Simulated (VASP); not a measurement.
# CsH6 in VASP: notebook

CsH6 is run at these levels: PBE; tasks: relaxation of cell and atoms, single point.

Everything below comes from runs of VASP 6.6.1. Logs are shortened: lines on timing, memory, paths and dates and some standing lists are left out, and cuts for length are marked.

### 1 The cell of the first run

It takes space group P6/mmm (No. 191, hexagonal). The conventional cell has a = 5.589 Å, b = 5.589 Å, c = 6.640 Å, α = 90.00°, β = 90.00°, γ = 120.00°. Cs (site symmetry 6/mmm) has 24 H at 4.06 to 4.64 Å within 5.3 Å. H (site symmetry 2mm) has 1 H at 0.76 Å within 1.0 Å.

### 2 Relaxation of cell and atoms, PBE

Input file INCAR:

```
SYSTEM = CsH6
  PREC = Accurate
  ENCUT = 600
  EDIFF = 1E-6
  ISMEAR = 0
  SIGMA = 0.1
  LREAL = .FALSE.
  LASPH = .TRUE.
  NELM = 100
  ALGO = Normal
  ISIF = 3
  LWAVE = .FALSE.
  LCHARG = .FALSE.
  GGA = PE
  IBRION = 2
  NSW = 100
  EDIFFG = -0.01
```

Input file KPOINTS:

```
Automatic mesh
0
G
  9 9 6
  0 0 0
```

Input file POSCAR:

```
CsH6
1.0
    5.5889860429      0.0000000000      0.0000000000
   -2.7944930214      4.8402038945      0.0000000000
    0.0000000000      0.0000000000      6.6401121510
Cs H
1 6
Direct
    0.0000000000      0.0000000000      0.5000000000
    0.5000000000      0.5000000000      0.0572598635
    0.0000000000      0.5000000000      0.0572598635
    0.5000000000      0.0000000000      0.0572598635
    0.0000000000      0.5000000000      0.9427401365
    0.5000000000      0.0000000000      0.9427401365
    0.5000000000      0.5000000000      0.9427401365
```

Potentials or basis: VASP PAW PBE potentials, release 64 (Cs_sv, H).

Command:

```bash
cat potpaw_PBE.64/Cs_sv/POTCAR potpaw_PBE.64/H/POTCAR > POTCAR
mpirun -np 1 vasp_std > vasp.out
```

OUTCAR:

```text
SYSTEM = CsH6
   PREC = Accurate
   ENCUT = 600
   EDIFF = 1E-6
   ISMEAR = 0
   LREAL = .FALSE.
   LASPH = .TRUE.
   NELM = 100
   ISIF = 3
   GGA = PE
   IBRION = 2
   NSW = 100
   EDIFFG = -0.01

 ion  position               nearest neighbor table
   1  0.000  0.000  0.500-
   2  0.500  0.500  0.057-   7 0.76
   3  0.000  0.500  0.057-   5 0.76
   4  0.500  0.000  0.057-   6 0.76
   5  0.000  0.500  0.943-   3 0.76
   6  0.500  0.000  0.943-   4 0.76
   7  0.500  0.500  0.943-   2 0.76

  LATTYP: Found a hexagonal cell.
 ALAT       =     5.5889860429
 C/A-ratio  =     1.1880709846

  Lattice vectors:

 A1 = (   5.5889860429,   0.0000000000,   0.0000000000)
 A2 = (  -2.7944930214,   4.8402038945,   0.0000000000)
 A3 = (   0.0000000000,   0.0000000000,   6.6401121510)

Analysis of symmetry for initial positions (statically):
=====================================================================
 Subroutine PRICEL returns:
 Original cell was already a primitive cell.

 Routine SETGRP: Setting up the symmetry group for a
 hexagonal supercell.

 Subroutine GETGRP returns: Found 24 space group operations
 (whereof 24 operations were pure point group operations)
 out of a pool of 24 trial point group operations.

The static configuration has the point symmetry D_6h.

Analysis of symmetry for dynamics (positions and initial velocities):
=====================================================================
 Subroutine PRICEL returns:
 Original cell was already a primitive cell.

 Routine SETGRP: Setting up the symmetry group for a
 hexagonal supercell.

 Subroutine GETGRP returns: Found 24 space group operations
 (whereof 24 operations were pure point group operations)
 out of a pool of 24 trial point group operations.

The dynamic configuration has the point symmetry D_6h.

 Subroutine INISYM returns: Found 24 space group operations
 (whereof 24 operations are pure point group operations),
 and found     1 'primitive' translations

----------------------------------------------------------------------------------------

                                     Primitive cell

  volume of cell :     179.6272

  direct lattice vectors                    reciprocal lattice vectors
     5.588986043  0.000000000  0.000000000     0.178923331  0.103301433  0.000000000
    -2.794493021  4.840203895  0.000000000     0.000000000  0.206602867  0.000000000
     0.000000000  0.000000000  6.640112151     0.000000000  0.000000000  0.150599866

  length of vectors
     5.588986043  5.588986043  6.640112151     0.206602867  0.206602867  0.150599866

  position of ions in fractional coordinates (direct lattice)
     0.000000000  0.000000000  0.500000000
     0.500000000  0.500000000  0.057259864
     1.000000000  0.500000000  0.057259864
     0.500000000  0.000000000  0.057259864
     1.000000000  0.500000000  0.942740136
     0.500000000  0.000000000  0.942740136
     0.500000000  0.500000000  0.942740136

  ion indices of the primitive-cell ions
   primitive index   ion index
                 1           1
                 2           2
                 3           3
                 4           4
                 5           5
                 6           6
                 7           7

----------------------------------------------------------------------------------------

 KPOINTS: Automatic mesh

Automatic generation of k-mesh.
 Grid dimensions read from file:
 generate k-points for:    9    9    6

 Generating k-lattice:

  Cartesian coordinates                     Fractional coordinates (reciprocal lattice)
     0.019880370  0.011477937  0.000000000     0.111111111  0.000000000  0.000000000
     0.000000000  0.022955874  0.000000000     0.000000000  0.111111111  0.000000000
     0.000000000  0.000000000  0.025099978     0.000000000  0.000000000  0.166666667

  Length of vectors
     0.022955874  0.022955874  0.025099978

  Shift w.r.t. Gamma in fractional coordinates (k-lattice)
     0.000000000  0.000000000  0.000000000

 Subroutine IBZKPT returns following result:
 ===========================================

 Found     48 irreducible k-points:

 Following reciprocal coordinates:
            Coordinates               Weight
  0.000000  0.000000  0.000000      1.000000
  0.111111  0.000000  0.000000      6.000000
  0.222222  0.000000  0.000000      6.000000
  0.333333 -0.000000  0.000000      6.000000
  0.444444  0.000000  0.000000      6.000000
  0.111111  0.111111  0.000000      6.000000
[... 16 lines left out ...]
  0.333333  0.222222  0.166667     24.000000
  0.333333  0.333333  0.166667      4.000000
 [... further k-points ...]
   k-points           NKPTS =     48   k-points in BZ     NKDIM =     48   number of bands    NBANDS=     11
   number of dos      NEDOS =    301   number of ions     NIONS =      7
   total plane-waves  NPLWV = 124416
   dimension x,y,z NGX =    48 NGY =   48 NGZ =   54
   dimension x,y,z NGXF=    96 NGYF=   96 NGZF=  108
   ions per type =               1   6
   NGX,Y,Z   is equivalent  to a cutoff of  14.28, 14.28, 13.52 a.u.
   NGXF,Y,Z  is equivalent  to a cutoff of  28.56, 28.56, 27.04 a.u.
 SYSTEM =  CsH6
   PREC   = accura    normal or accurate (medium, high low for compatibility)
   ISTART =      0    job   : 0-new  1-cont  2-samecut
   ICHARG =      2    charge: 1-file 2-atom 10-const
   ISPIN  =      1    spin polarized calculation?
   LNONCOLLINEAR =      F non collinear calculations
   LSORBIT =      F    spin-orbit coupling
   LASPH  =      T    aspherical Exc in radial PAW
   ENCUT  =  600.0 eV  44.10 Ry    6.64 a.u.  11.16 11.16 13.26*2*pi/ulx,y,z
   NELM   =    100;   NELMIN=  2; NELMDL= -5     # of ELM steps
   EDIFF  = 0.1E-05   stopping-criterion for ELM
   LREAL  =      F    real-space projection
   EDIFFG = -.1E-01   stopping-criterion for IOM
   NSW    =    100    number of steps for IOM
   IBRION =      2    ionic relax: 0-MD 1-quasi-New 2-CG
   NFREE  =      1    steps in history (QN), initial steepest desc. (CG)
   ISIF   =      3    stress and relaxation
   ISYM   =      2    0-nonsym 1-usesym 2-fastsym
   POTIM  = 0.5000    time-step for ionic-motion
   TEBEG  =    0.0;   TEEND  =   0.0 temperature during run
   PSTRESS=    0.0 pullay stress
   NELECT =      15.0000    total number of electrons
   NUPDOWN=      -1.0000    fix difference up-down
   EMIN   =  10.00;   EMAX   =-10.00  energy-range for DOS
   EFERMI =   0.00;   METHOD = LEGACY
   ISMEAR =     0;   SIGMA  =   0.10  broadening in eV -4-tet -1-fermi 0-gaus
   EFERMI_NEDOS =   21; number of points for ismear=-14 and -15
   IALGO  =     38    algorithm
   IMIX   =      4    mixing-type and parameters
     AMIX     =   0.40;   BMIX     =  1.00
     AMIX_MAG =   1.60;   BMIX_MAG =  1.00
  volume/ion in A,a.u.               =      25.66       173.17
  Fermi-wavevector in a.u.,A,eV,Ry     =   0.715563  1.352218  6.966597  0.512030
  Thomas-Fermi vector in A             =   1.803756
   LORBIT       =      0    0 simple, 1 ext, 2 COOP (PROOUT), +10 PAW based schemes
   GGA     = PE    functional components
   LHFCALC =     F    Hartree Fock is set to
   AEXX    =    0.0000 exact exchange contribution
   IVDW    =     0    specifies the selected vdW correction
   LEPSILON=     F    determine dielectric tensor
   LRPA    =     F    only Hartree local field effects (RPA)
 conjugate gradient relaxation of ions
 non-spin polarized calculation
 Gauss-broadening in eV      SIGMA  =   0.10
  energy-cutoff  :      600.00
  volume of cell :      179.63
 maximum number of plane-waves:      6039
 NGX is ok and might be reduce to    48
   NGX = 23   NGY = 23   NGZ = 27

--------------------------------------- Ionic step        1  -------------------------------------------

 number of electron      15.0000002 magnetization

 Free energy of the ion-electron system (eV)
  ---------------------------------------------------
  ext. energy  EPLUGINS =         0.00000000
  ---------------------------------------------------
  free energy    TOTEN  =       -21.04979291 eV

  energy without entropy =      -21.04338280  energy(sigma->0) =      -21.04658785

------------------------ aborting loop because EDIFF is reached ----------------------------------------

  FORCE on cell =-STRESS in cart. coord.  units (eV):
  Direction    XX          YY          ZZ          XY          YZ          ZX
  --------------------------------------------------------------------------------------
  -------------------------------------------------------------------------------------
  Total       -0.0206166     -0.0206166     -0.0263702     -0.0000000      0.0000000      0.0000000
  in kB       -0.1838891     -0.1838891     -0.2352081     -0.0000000      0.0000000      0.0000000
  external PRESSURE =      -0.2009955 kB  Pullay stress =       0.0000000 kB
[... 67 lines left out ...]
  energy  without entropy=      -21.0433645880  energy(sigma->0) =      -21.04656738

--------------------------------------- Ionic step        3  -------------------------------------------

 number of electron      15.0000002 magnetization

 Free energy of the ion-electron system (eV)
  ---------------------------------------------------
  ext. energy  EPLUGINS =         0.00000000
  ---------------------------------------------------
  free energy    TOTEN  =       -21.04980061 eV

  energy without entropy =      -21.04339201  energy(sigma->0) =      -21.04659631

 E-fermi :   0.1583     XC(G=0):  -5.4077

 val. band max:        0.1384103197   @ k =   0.3333  -0.0000   0.1667
 cond. band min:       0.2111716064   @ k =   0.4444   0.0000   0.5000
 fundamental gap:      0.0727612867
 Fermi energy:         0.1582696405

 k-point     1 :       0.0000    0.0000    0.0000
  band No.  band energies     occupation
      1     -23.9705      2.00000
      2     -10.8121      2.00000
      3     -10.7072      2.00000
      4     -10.7072      2.00000
      5      -8.9027      2.00000
      6      -7.3363      2.00000
      7      -7.3363      2.00000
      8      -0.3235      2.00000
      9       0.7666      0.00000
     10       2.4357      0.00000
     11       2.6292      0.00000
[... 309 lines left out ...]
 k-point    24 :       0.3333    0.3333    0.1667
  band No.  band energies     occupation
      1     -23.9673      2.00000
      2     -10.8017      2.00000
      3     -10.7672      2.00000
      4     -10.7672      2.00000
      5      -8.1748      2.00000
      6      -8.1748      2.00000
      7      -7.3857      2.00000
      8       1.0613      0.00000
      9       1.0613      0.00000
     10       1.4537      0.00000
     11       1.9139      0.00000

 [... further k-points ...]

------------------------ aborting loop because EDIFF is reached ----------------------------------------

  FORCE on cell =-STRESS in cart. coord.  units (eV):
  Direction    XX          YY          ZZ          XY          YZ          ZX
  --------------------------------------------------------------------------------------
  -------------------------------------------------------------------------------------
  Total       -0.0201535     -0.0201535      0.0039671     -0.0000000      0.0000000     -0.0000000
  in kB       -0.1797861     -0.1797861      0.0353901     -0.0000000      0.0000000     -0.0000000
  external PRESSURE =      -0.1080607 kB  Pullay stress =       0.0000000 kB
[... 22 lines left out ...]
  FREE ENERGIE OF THE ION-ELECTRON SYSTEM (eV)
  ---------------------------------------------------
  free  energy   TOTEN  =       -21.0498006147 eV

  energy  without entropy=      -21.0433920093  energy(sigma->0) =      -21.04659631

 reached required accuracy - stopping structural energy minimisation
```

It took 2.3 min on 1 thread of AMD EPYC 9R14 (Zen 4), shared host; peak memory 0.39 GiB.

What came out:

| Property | Result |
| --- | --- |
| Free energy | -21.0498 eV |
| Relaxed volume | 25.66 Å³/atom |
| Relaxed cell | a = 5.589 Å, b = 5.589 Å, c = 6.640 Å, α = 90.00°, β = 90.00°, γ = 120.00° |
| Space group after relaxing (to 0.05 Å) | P6/mmm (No. 191) |
| Energy gained by relaxing | 0.0 meV/atom |
| Ionic steps | 3 |
| Pressure after relaxing | 0.0 GPa |

Final structure:
```xyz
7
Lattice="5.5887 0.0000 0.0000 -2.7944 4.8400 0.0000 0.0000 0.0000 6.6397" Properties=species:S:1:pos:R:3 pbc="T T T"
Cs    0.0000    0.0000    3.3199
H     1.3972    2.4200    0.3800
H     4.1915    2.4200    0.3800
H     0.0000    4.8400    0.3800
H    -1.3972    2.4200    6.2597
H     2.7944    0.0000    6.2597
H     1.3972    2.4200    6.2597
```

Caveat: spin-orbit coupling is left out, which moves the levels of the heavy elements.

(Continued in part 2 of 2.)
